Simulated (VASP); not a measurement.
BiP, 4 atoms in the cell. The structure is hexagonal, space group P6_3/mmc (No. 194). Conventional cell: a = 4.050 Å, b = 4.050 Å, c = 7.216 Å, α = 90.00°, β = 90.00°, γ = 120.00°. Bi (site symmetry -3m) has 6 P at 2.95 Å and 8 Bi at 3.61 to 4.05 Å within 4.1 Å. P (site symmetry -6m2) has 6 Bi at 2.95 Å and 6 P at 4.05 Å within 4.1 Å. 

- Program: VASP 6.6.1
- Task: single point
- Functional: r2SCAN
- Potentials or basis: VASP PAW PBE potentials, release 64 (Bi_d, P)
- Cutoff: 520 eV
- k mesh: 10 × 10 × 6
- Occupations: gaussian, width 0.05 eV
- Spin: no spin polarisation
- Dipole correction: no
- Further INCAR settings: ALGO = Normal; EDIFF = 1e-06; NBANDS = 28

Potentials or basis: VASP PAW PBE potentials, release 64 (Bi_d, P).

The run is started by

```sh
$ cat potpaw_PBE.64/Bi_d/POTCAR potpaw_PBE.64/P/POTCAR > POTCAR
$ cp INCAR.step1 INCAR
$ mpirun -np 1 vasp_std > vasp.out
$ cp INCAR.step2 INCAR
$ mpirun -np 1 vasp_std > vasp.out
```

Hardware: 1 thread of Intel(R) Xeon(R) 6975P-C (Granite Rapids) (shared host).

Question: How long does it take, and how much memory?

Answer: Wall time 5.3 min on 1 thread of Intel(R) Xeon(R) 6975P-C (Granite Rapids) (shared host), peak memory 0.3 GiB. Counts: k points 56.
